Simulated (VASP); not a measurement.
Write the native input for VASP 6.6.1 that does the following.

```yaml
Task: single point
Functional: PBE
Dispersion: D3(BJ)
Potentials_or_basis: VASP PAW PBE potentials, release 64 (Mo_sv, S)
Cutoff: 500 eV
k_mesh: 12 × 12 × 4
Occupations: gaussian, width 0.05 eV
Spin: no spin polarisation
Dipole_correction: no
Further_INCAR_settings: ALGO = Normal; EDIFF = 1e-06; NBANDS = 20
```

The structure of MoS2 lies in POSCAR:

```
MoS2
1.0
    3.1494351579      0.0000000000      0.0000000000
   -1.5747175790      2.7274908543      0.0000000000
    0.0000000000      0.0000000000      6.6448340996
Mo S
1 2
Direct
    0.0000000000      0.0000000000      0.0000000000
    0.3333333333      0.6666666667      0.2483301274
    0.3333333333      0.6666666667      0.7516698726
```

This cell differs from its parent crystal: c/a of the conventional cell at fixed volume 2.1098.

One way to write it, as run:

INCAR

```
SYSTEM = MoS2
  PREC = Accurate
  ENCUT = 500
  EDIFF = 1E-6
  ISMEAR = 0
  SIGMA = 0.05
  LREAL = .False.
  LASPH = .True.
  NELM = 120
  ALGO = Normal
  ISIF = 2
  LWAVE = .False.
  LCHARG = .False.
  GGA = PE
  IVDW = 12
  NBANDS = 20
  GGA_COMPAT = .False.
```

KPOINTS

```
Automatic mesh
0
Gamma
  12 12 4
  0 0 0
```

Potentials or basis: VASP PAW PBE potentials, release 64 (Mo_sv, S).

Run with:

```bash
$ cat potpaw_PBE.64/Mo_sv/POTCAR potpaw_PBE.64/S/POTCAR > POTCAR
$ mpirun -np 1 vasp_std > vasp.out
```

It gave:

- Pressure: -6.9 GPa
- Largest force: 1.497 eV/Å
- Band gap on the k mesh: 1.13 eV, indirect (least direct gap 1.87 eV)
- Dispersion energy per atom: -0.397 eV

Caveat: forces of over 1 eV/Å act on the atoms, so gaps and moduli don't describe the material at rest.

Run time: 41 s on 1 thread of Intel Xeon 6975P-C, on a shared host, peak memory 0.21 GiB.
